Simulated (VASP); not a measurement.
Write the native input for VASP 6.6.1 that does the following.

| Quantity | Value |
| --- | --- |
| Task | relaxation of cell and atoms |
| Functional | revPBE |
| Potentials or basis | VASP PAW PBE potentials, release 64 (Ti_sv) |
| Cutoff | 600 eV |
| k mesh | 7 × 7 × 9 |
| Occupations | fermi-dirac, width 0.05 eV |
| Spin | no spin polarisation |
| Dipole correction | no |
| Further INCAR settings | ALGO = Fast; EDIFF = 1e-07; IBRION = 2; EDIFFG = -0.01; NSW = 60; ISIF = 3 |

The structure of Ti lies in POSCAR:

```
Ti
1.0
    4.5673748306      0.0000000000      0.0000000000
   -2.2836874153      3.9554626319      0.0000000000
    0.0000000000      0.0000000000      2.8262442700
Ti
3
Direct
    0.6666666667      0.3333333333      0.5000000000
    0.3333333333      0.6666666667      0.5000000000
    0.0000000000      0.0000000000      0.0000000000
```

This isn't the form of Ti at room conditions, which is hcp.

These files were run (other wordings do the same):

INCAR

```
PREC = Accurate
ENCUT = 600
EDIFF = 1E-7
ISMEAR = -1
SIGMA = 0.05
LREAL = F
LASPH = T
NELM = 100
ALGO = Fast
ISIF = 3
LWAVE = F
LCHARG = F
GGA = RE
IBRION = 2
NSW = 60
EDIFFG = -0.01
```

KPOINTS

```
regular mesh
0
Gamma
  7 7 9
```

Potentials or basis: VASP PAW PBE potentials, release 64 (Ti_sv).

The run is started by

```sh
$ cat potpaw_PBE.64/Ti_sv/POTCAR > POTCAR
$ mpirun -np 1 vasp_std > vasp.out
```

Results of the run:

| Property | Result |
| --- | --- |
| Relaxed volume | 17.46 Å³/atom |
| Relaxed cell | a = 4.610 Å, b = 4.610 Å, c = 2.847 Å, α = 90.00°, β = 90.00°, γ = 120.00° |
| Space group after relaxing (to 0.1 Å) | P6/mmm (No. 191) |
| Energy gained by relaxing | 4.1 meV/atom |
| Ionic steps | 5 |
| Pressure after relaxing | 0.1 GPa |
| Band gap on the k mesh | zero (bands 18 and 19 overlap by 0.24 eV) |

Caveat: the PAW data sets were made with another functional, which shifts forces and pressure a little.

Wall time 6.6 min on 1 thread of Intel(R) Xeon(R) 6975P-C (Granite Rapids), on a shared host, peak memory 0.2 GiB.
